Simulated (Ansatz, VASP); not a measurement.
**LuTl2: VASP beside Ansatz**

```xyz
3
Lattice="5.4452 0.0000 0.0000 -2.7226 4.7157 0.0000 0.0000 0.0000 3.2553" Properties=species:S:1:pos:R:3 pbc="T T T"
Lu    0.0000    0.0000    0.0000
Tl    0.0000    3.1438    1.6277
Tl    2.7226    1.5719    1.6277
```

Change from the starting cell: species swapped into the HfBe2 type (P6/mmm, No. 191).

Alike in both runs: functional PBE; k mesh 6 × 6 × 4; occupations gaussian, width 0.1 eV; no spin polarisation.

Ansatz relaxed the structure, and its values are those at the end. VASP's run is a single point on that final structure, the one shown.

|  | VASP | Ansatz |
| --- | --- | --- |
| version | VASP 6.6.1 | Ansatz 0.2.0 |
| potentials or method | VASP PAW PBE potentials, release 64 (Lu, Tl_d), cutoff 520 eV | scalar-relativistic, plane waves, PAW |
| valence electrons in the cell | 51 | 51 |

```tsv
	VASP	Ansatz	Ansatz less VASP
gap on the k mesh at the Fermi level (eV)	none	none	-
pressure (GPa)	-0.1	-0.1	+0.02
```

A gap of «none» marks a metal or a gap that the smearing closes.

The k mesh is coarse, so the values compare programs but aren't converged. Neither program's run includes spin-orbit coupling.
